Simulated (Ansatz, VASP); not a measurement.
**One calculation of Sc, two programs**

Contents of INCAR:

```
SYSTEM = Sc
  ALGO = Fast
  EDIFF = 1E-6
  ENCUT = 520
  GGA = PE
  ISIF = 2
  ISMEAR = 0
  LASPH = .TRUE.
  LCHARG = .FALSE.
  LREAL = .FALSE.
  LWAVE = .FALSE.
  NBANDS = 18
  NELM = 60
  PREC = Accurate
  SIGMA = 0.15
```

Contents of KPOINTS:

```
k-points
0
G
  15 15 10
  0 0 0
```

The input POSCAR:

```
Sc
1.0
    3.4302000000      0.0000000000      0.0000000000
   -1.7151000000      2.9706403401      0.0000000000
    0.0000000000      0.0000000000      5.1626334843
Sc
2
Direct
    0.3333333333      0.6666666667      0.2500000000
    0.6666666667      0.3333333333      0.7500000000
```

Input for Ansatz:

```yaml
crystal:
  lattice:
    - [3.4302, 0.0, 0.0]
    - [-1.7151, 2.9706403401, 0.0]
    - [0.0, 0.0, 5.1626334843]
  atoms:
    - { symbol: Sc, position: [0.3333333333, 0.6666666667, 0.25] }
    - { symbol: Sc, position: [0.6666666667, 0.3333333333, 0.75] }
basis:
  ecutwfc: 520.0
kpoints:
  mp_grid: { grid: [15, 15, 10] }
hamiltonian:
  xc: pbe
  pseudopotentials: { kind: paw }
scf:
  occupations: { method: gaussian, width: 0.15 }
output:
  forces: true
  stress: true
  eigenvalues: true
```

Alike in both runs: task single point; functional PBE; k mesh 15 × 15 × 10; occupations gaussian, width 0.15 eV; no spin polarisation.

|  | VASP | Ansatz |
| --- | --- | --- |
| version | VASP 6.6.1 | Ansatz 0.2.0 |
| potentials or method | VASP PAW PBE potentials, release 64 (Sc_sv), cutoff 520 eV | scalar-relativistic, plane waves, PAW |
| valence electrons in the cell | 22 | 22 |

```tsv
	VASP	Ansatz	Ansatz less VASP
gap on the k mesh at the Fermi level (eV)	none	none	-
pressure (GPa)	-3.1	-3.1	-0.03
traceless stress, the component that is largest in VASP (GPa)	1.62	1.62	-0.003
```

A gap of «none» marks a metal or a gap that the smearing closes.
